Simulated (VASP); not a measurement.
# Sb2Se3 (Pnma) in VASP: single point with PBE+D3(BJ)

Aim: the single point of Sb2Se3 with PBE+D3(BJ).

Program: VASP 6.6.1. These are calculated values, not measurements. Logs are shortened: lines on timing, memory, paths and dates and some standing lists are left out, and cuts for length are marked.

### 1 The cell of the first run

Symmetry: Pnma, No. 62, orthorhombic system. The conventional cell has a = 11.698 Å, b = 3.989 Å, c = 11.338 Å, α = 90.00°, β = 90.00°, γ = 90.00°. Within 3.5 Å of Sb (site symmetry m) lie 7 Se at 2.64 to 3.42 Å. Within 3.6 Å of Sb (site symmetry m) lie 7 Se at 2.72 to 3.57 Å. Within 3.5 Å of Se (site symmetry m) lie 5 Sb at 2.64 to 3.12 Å. Se (site symmetry m) has 4 Sb at 2.73 to 3.57 Å and 3 Se at 3.38 to 3.60 Å within 3.6 Å. Within 3.6 Å of Se (site symmetry m) lie 5 Sb at 2.72 to 3.42 Å and 3 Se at 3.38 to 3.60 Å.

### 2 Single point, PBE+D3(BJ)

INCAR reads:

```
SYSTEM = Sb2Se3
PREC = Accurate
ENCUT = 520
EDIFF = 1E-6
ISMEAR = -1
SIGMA = 0.02
LREAL = Auto
LASPH = .True.
NELM = 100
ALGO = Normal
ISIF = 2
LWAVE = .False.
LCHARG = .False.
GGA = PE
IVDW = 12
NBANDS = 72
```

KPOINTS reads:

```
Automatic mesh
0
Gamma
  2 6 2
  0 0 0
```

POSCAR reads:

```
Sb2Se3
1.0
   11.6977341704      0.0000000000      0.0000000000
    0.0000000000      3.9890407192      0.0000000000
    0.0000000000      0.0000000000     11.3383776396
Sb Se
8 12
Direct
    0.1510637756      0.7500000000      0.0400465513
    0.8489362244      0.2500000000      0.9599534487
    0.3489362244      0.2500000000      0.5400465513
    0.6510637756      0.7500000000      0.4599534487
    0.0199862471      0.2500000000      0.3294373214
    0.9800137529      0.7500000000      0.6705626786
    0.4800137529      0.7500000000      0.8294373214
    0.5199862471      0.2500000000      0.1705626786
    0.9445457796      0.7500000000      0.1329702078
    0.0554542204      0.2500000000      0.8670297922
    0.5554542204      0.2500000000      0.6329702078
    0.4445457796      0.7500000000      0.3670297922
    0.2160225730      0.2500000000      0.1987771537
    0.7839774270      0.7500000000      0.8012228463
    0.2839774270      0.7500000000      0.6987771537
    0.7160225730      0.2500000000      0.3012228463
    0.6289877248      0.7500000000      0.0531171577
    0.3710122752      0.2500000000      0.9468828423
    0.8710122752      0.2500000000      0.5531171577
    0.1289877248      0.7500000000      0.4468828423
```

Potentials or basis: VASP PAW PBE potentials, release 64 (Sb, Se).

On the command line:

```
$ cat potpaw_PBE.64/Sb/POTCAR potpaw_PBE.64/Se/POTCAR > POTCAR
$ mpirun -np 1 vasp_std > vasp.out
```

OUTCAR:

```text
SYSTEM = Sb2Se3
   PREC = Accurate
   ENCUT = 520
   EDIFF = 1E-6
   ISMEAR = -1
   LREAL = Auto
   LASPH = .True.
   NELM = 100
   ISIF = 2
   GGA = PE
   IVDW = 12
 IVDW          = 12

 ion  position               nearest neighbor table
   1  0.151  0.750  0.040-   9 2.64  13 2.79  13 2.79  10 3.01  10 3.01
   2  0.849  0.250  0.960-  10 2.64  14 2.79  14 2.79   9 3.01   9 3.01
   3  0.349  0.250  0.540-  11 2.64  15 2.79  15 2.79  12 3.01  12 3.01
   4  0.651  0.750  0.460-  12 2.64  16 2.79  16 2.79  11 3.01  11 3.01
   5  0.020  0.250  0.329-  20 2.72  20 2.72  13 2.73  19 3.08   9 3.12   9 3.12
   6  0.980  0.750  0.671-  19 2.72  19 2.72  14 2.73  20 3.08  10 3.12  10 3.12
   7  0.480  0.750  0.829-  18 2.72  18 2.72  15 2.73  17 3.08  11 3.12  11 3.12
   8  0.520  0.250  0.171-  17 2.72  17 2.72  16 2.73  18 3.08  12 3.12  12 3.12
   9  0.945  0.750  0.133-   1 2.64   2 3.01   2 3.01   5 3.12   5 3.12
  10  0.055  0.250  0.867-   2 2.64   1 3.01   1 3.01   6 3.12   6 3.12
  11  0.555  0.250  0.633-   3 2.64   4 3.01   4 3.01   7 3.12   7 3.12
  12  0.445  0.750  0.367-   4 2.64   3 3.01   3 3.01   8 3.12   8 3.12
  13  0.216  0.250  0.199-   5 2.73   1 2.79   1 2.79
  14  0.784  0.750  0.801-   6 2.73   2 2.79   2 2.79
  15  0.284  0.750  0.699-   7 2.73   3 2.79   3 2.79
  16  0.716  0.250  0.301-   8 2.73   4 2.79   4 2.79
  17  0.629  0.750  0.053-   8 2.72   8 2.72   7 3.08
  18  0.371  0.250  0.947-   7 2.72   7 2.72   8 3.08
  19  0.871  0.250  0.553-   6 2.72   6 2.72   5 3.08
  20  0.129  0.750  0.447-   5 2.72   5 2.72   6 3.08

  LATTYP: Found a simple orthorhombic cell.
 ALAT       =     3.9890407192
 B/A-ratio  =     2.8423820256
 C/A-ratio  =     2.9324679776

  Lattice vectors:

 A1 = (   0.0000000000,   3.9890407192,   0.0000000000)
 A2 = (   0.0000000000,   0.0000000000,  11.3383776396)
 A3 = (  11.6977341704,   0.0000000000,   0.0000000000)

Analysis of symmetry for initial positions (statically):
=====================================================================
 Subroutine PRICEL returns:
 Original cell was already a primitive cell.

 Routine SETGRP: Setting up the symmetry group for a
 simple orthorhombic supercell.

 Subroutine GETGRP returns: Found  8 space group operations
 (whereof  2 operations were pure point group operations)
 out of a pool of  8 trial point group operations.

The static configuration has the point symmetry S_2 .
 The point group associated with its full space group is D_2h.

Analysis of symmetry for dynamics (positions and initial velocities):
=====================================================================
 Subroutine PRICEL returns:
 Original cell was already a primitive cell.

 Routine SETGRP: Setting up the symmetry group for a
 simple orthorhombic supercell.

 Subroutine GETGRP returns: Found  8 space group operations
 (whereof  2 operations were pure point group operations)
 out of a pool of  8 trial point group operations.

The dynamic configuration has the point symmetry S_2 .
 The point group associated with its full space group is D_2h.

 Subroutine INISYM returns: Found  8 space group operations
 (whereof  2 operations are pure point group operations),
 and found     1 'primitive' translations

----------------------------------------------------------------------------------------

                                     Primitive cell

  volume of cell :     529.0797

  direct lattice vectors                    reciprocal lattice vectors
    11.697734170  0.000000000  0.000000000     0.085486641  0.000000000  0.000000000
     0.000000000  3.989040719  0.000000000     0.000000000  0.250686837  0.000000000
     0.000000000  0.000000000 11.338377640     0.000000000  0.000000000  0.088196039

  length of vectors
    11.697734170  3.989040719 11.338377640     0.085486641  0.250686837  0.088196039

  position of ions in fractional coordinates (direct lattice)
     0.151063776  0.750000000  0.040046551
     0.848936224  0.250000000  0.959953449
     0.348936224  0.250000000  0.540046551
     0.651063776  0.750000000  0.459953449
     0.019986247  0.250000000  0.329437321
     0.980013753  0.750000000  0.670562679
[... 12 lines left out ...]
     0.871012275  0.250000000  0.553117158
     0.128987725  0.750000000  0.446882842

  ion indices of the primitive-cell ions
   primitive index   ion index
                 1           1
                 2           2
                 3           3
                 4           4
                 5           5
                 6           6
[... 12 lines left out ...]
                19          19
                20          20

----------------------------------------------------------------------------------------

 KPOINTS: Automatic mesh

Automatic generation of k-mesh.
 Grid dimensions read from file:
 generate k-points for:    2    6    2

 Generating k-lattice:

  Cartesian coordinates                     Fractional coordinates (reciprocal lattice)
     0.042743320  0.000000000  0.000000000     0.500000000  0.000000000  0.000000000
     0.000000000  0.041781139  0.000000000     0.000000000  0.166666667  0.000000000
     0.000000000  0.000000000  0.044098020     0.000000000  0.000000000  0.500000000

  Length of vectors
     0.042743320  0.041781139  0.044098020

  Shift w.r.t. Gamma in fractional coordinates (k-lattice)
     0.000000000  0.000000000  0.000000000

 Subroutine IBZKPT returns following result:
 ===========================================

 Found     16 irreducible k-points:

 Following reciprocal coordinates:
            Coordinates               Weight
  0.000000  0.000000  0.000000      1.000000
  0.500000  0.000000  0.000000      1.000000
  0.000000  0.166667  0.000000      2.000000
  0.500000  0.166667  0.000000      2.000000
  0.000000  0.333333  0.000000      2.000000
  0.500000  0.333333  0.000000      2.000000
[... 8 lines left out ...]
  0.000000  0.500000  0.500000      1.000000
  0.500000  0.500000  0.500000      1.000000
   k-points           NKPTS =     16   k-points in BZ     NKDIM =     16   number of bands    NBANDS=     72
   number of dos      NEDOS =    301   number of ions     NIONS =     20
   total plane-waves  NPLWV = 226800
   dimension x,y,z NGX =    90 NGY =   30 NGZ =   84
   dimension x,y,z NGXF=   180 NGYF=   60 NGZF=  168
   ions per type =               8  12
   NGX,Y,Z   is equivalent  to a cutoff of  12.79, 12.50, 12.32 a.u.
   NGXF,Y,Z  is equivalent  to a cutoff of  25.58, 25.01, 24.63 a.u.
 SYSTEM =  Sb2Se3
   PREC   = accura    normal or accurate (medium, high low for compatibility)
   ISTART =      0    job   : 0-new  1-cont  2-samecut
   ICHARG =      2    charge: 1-file 2-atom 10-const
   ISPIN  =      1    spin polarized calculation?
   LNONCOLLINEAR =      F non collinear calculations
   LSORBIT =      F    spin-orbit coupling
   LASPH  =      T    aspherical Exc in radial PAW
   ENCUT  =  520.0 eV  38.22 Ry    6.18 a.u.  21.75  7.42 21.08*2*pi/ulx,y,z
   NELM   =    100;   NELMIN=  2; NELMDL= -5     # of ELM steps
   EDIFF  = 0.1E-05   stopping-criterion for ELM
   LREAL  =      T    real-space projection
   EDIFFG = 0.1E-04   stopping-criterion for IOM
   NSW    =      0    number of steps for IOM
   IBRION =     -1    ionic relax: 0-MD 1-quasi-New 2-CG
   NFREE  =      0    steps in history (QN), initial steepest desc. (CG)
   ISIF   =      2    stress and relaxation
   ISYM   =      2    0-nonsym 1-usesym 2-fastsym
   POTIM  = 0.5000    time-step for ionic-motion
   TEBEG  =    0.0;   TEEND  =   0.0 temperature during run
   PSTRESS=    0.0 pullay stress
   NELECT =     112.0000    total number of electrons
   NUPDOWN=      -1.0000    fix difference up-down
   EMIN   =  10.00;   EMAX   =-10.00  energy-range for DOS
   EFERMI =   0.00;   METHOD = LEGACY
   ISMEAR =    -1;   SIGMA  =   0.02  broadening in eV -4-tet -1-fermi 0-gaus
   EFERMI_NEDOS =   21; number of points for ismear=-14 and -15
   IALGO  =     38    algorithm
   IMIX   =      4    mixing-type and parameters
     AMIX     =   0.40;   BMIX     =  1.00
     AMIX_MAG =   1.60;   BMIX_MAG =  1.00
  volume/ion in A,a.u.               =      26.45       178.52
  Fermi-wavevector in a.u.,A,eV,Ry     =   0.975679  1.843767 12.952070  0.951950
  Thomas-Fermi vector in A             =   2.106238
   LORBIT       =      0    0 simple, 1 ext, 2 COOP (PROOUT), +10 PAW based schemes
   GGA     = PE    functional components
   LHFCALC =     F    Hartree Fock is set to
   AEXX    =    0.0000 exact exchange contribution
   IVDW    =    12    specifies the selected vdW correction
   LEPSILON=     F    determine dielectric tensor
   LRPA    =     F    only Hartree local field effects (RPA)
 non-spin polarized calculation
  energy-cutoff  :      520.00
  volume of cell :      529.08
 maximum number of plane-waves:     14300
 NGX is ok and might be reduce to    90
   NGX = 43   NGY = 15   NGZ = 43

 number of electron     111.9999995 magnetization

 Free energy of the ion-electron system (eV)
  ---------------------------------------------------
  ext. energy  EPLUGINS =         0.00000000
  ---------------------------------------------------
  free energy    TOTEN  =       -80.00660207 eV

  energy without entropy =      -80.00660207  energy(sigma->0) =      -80.00660207

 E-fermi :   5.4015     XC(G=0):  -9.4919

 val. band max:        4.9496909402   @ k =   0.5000   0.0000   0.0000
 cond. band min:       5.9066995183   @ k =   0.0000   0.0000   0.5000
 fundamental gap:      0.9570085782
 Fermi energy:         5.4014830553

 k-point     1 :       0.0000    0.0000    0.0000
  band No.  band energies     occupation
      1      -9.3307      2.00000
      2      -8.9312      2.00000
      3      -8.6583      2.00000
      4      -8.5575      2.00000
      5      -8.5166      2.00000
      6      -8.2138      2.00000
[... 60 lines left out ...]
     67       7.3890      0.00000
     68       7.4573      0.00000
[... 1063 lines left out ...]
     67       7.9694      0.00000
     68       7.9694      0.00000
 [bands above 68 left out]

------------------------ aborting loop because EDIFF is reached ----------------------------------------

 Edisp (eV)   -8.11675

 E8    (eV) :    -3.5433

  FORCE on cell =-STRESS in cart. coord.  units (eV):
  Direction    XX          YY          ZZ          XY          YZ          ZX
  --------------------------------------------------------------------------------------
  -------------------------------------------------------------------------------------
  Total       0.11638    -0.08168    -0.00085     0.00000    -0.00000     0.00000
  in kB       0.35241    -0.24734    -0.00258     0.00000    -0.00000     0.00000
  external pressure =        0.03 kB  Pullay stress =        0.00 kB

 VOLUME and BASIS-vectors are now :
 -----------------------------------------------------------------------------
  energy-cutoff  :      520.00
  volume of cell :      529.08
      direct lattice vectors                 reciprocal lattice vectors
    11.697734170  0.000000000  0.000000000     0.085486641  0.000000000  0.000000000
     0.000000000  3.989040719  0.000000000     0.000000000  0.250686837  0.000000000
     0.000000000  0.000000000 11.338377640     0.000000000  0.000000000  0.088196039

 POSITION                                       TOTAL-FORCE (eV/Angst)
 -----------------------------------------------------------------------------------
      1.76710      2.99178      0.45406         0.017552     -0.000000     -0.023439
      9.93063      0.99726     10.88431        -0.017552      0.000000      0.023439
      4.08176      0.99726      6.12325        -0.017552      0.000000     -0.023439
      7.61597      2.99178      5.21513         0.017552      0.000000      0.023439
      0.23379      0.99726      3.73528        -0.023457      0.000000     -0.012667
     11.46394      2.99178      7.60309         0.023457     -0.000000      0.012667
[... 12 lines left out ...]
     10.18887      0.99726      6.27145        -0.016567      0.000000     -0.015530
      1.50886      2.99178      5.06693         0.016567     -0.000000      0.015530
 -----------------------------------------------------------------------------------
    total drift:                                0.000000      0.000000     -0.000000

  FREE ENERGIE OF THE ION-ELECTRON SYSTEM (eV)
  ---------------------------------------------------
  free  energy   TOTEN  =       -88.1233498336 eV

  energy  without entropy=      -88.1233498336  energy(sigma->0) =      -88.12334983
```

It took 22 min on 1 thread of Intel Xeon 8259CL, shared host; peak memory 0.7 GiB.

Results:

```
Free energy                : -88.1233 eV
Pressure                   : 0.0 GPa
Largest force              : 0.029 eV/Å
Band gap on the k mesh     : 0.96 eV (least direct gap 1.03 eV)
Dispersion energy per atom : -0.406 eV
```

Forces in eV/Å, atoms in the order of the input:
```
Sb   0.018  0.000 -0.023
Sb  -0.018  0.000  0.023
Sb  -0.018  0.000 -0.023
Sb   0.018  0.000  0.023
Sb  -0.023  0.000 -0.013
Sb   0.023  0.000  0.013
Sb   0.023  0.000 -0.013
Sb  -0.023  0.000  0.013
Se  -0.017  0.000  0.014
Se   0.017  0.000 -0.014
Se   0.017  0.000  0.014
Se  -0.017  0.000 -0.014
Se   0.009  0.000  0.007
Se  -0.009  0.000 -0.007
Se  -0.009  0.000  0.007
Se   0.009  0.000 -0.007
Se   0.017  0.000 -0.016
Se  -0.017  0.000  0.016
Se  -0.017  0.000 -0.016
Se   0.017  0.000  0.016
```

Levels at points of the mesh, in eV from the valence-band top:
```tsv
k point	band 54	band 55	band 56	band 57	band 58	band 59
(0.00, 0.00, 0.00)	-0.16	-0.11	-0.07	0.96	1.21	1.26
(0.50, 0.00, 0.00)	-0.26	0.00	0.00	1.09	1.09	1.26
(0.00, 0.50, 0.00)	-0.68	-0.23	-0.23	1.46	1.46	1.75
(0.50, 0.50, 0.00)	-0.41	-0.41	-0.41	1.78	1.78	1.78
(0.00, 0.00, 0.50)	-0.35	-0.22	-0.22	0.96	0.96	1.64
(0.50, 0.00, 0.50)	-0.43	-0.36	-0.36	0.96	0.96	1.72
(0.00, 0.50, 0.50)	-0.78	-0.62	-0.62	1.32	1.32	1.63
(0.50, 0.50, 0.50)	-0.92	-0.92	-0.92	1.58	1.58	1.58
```

Caveat: spin-orbit coupling is left out, which moves the levels of the heavy elements.
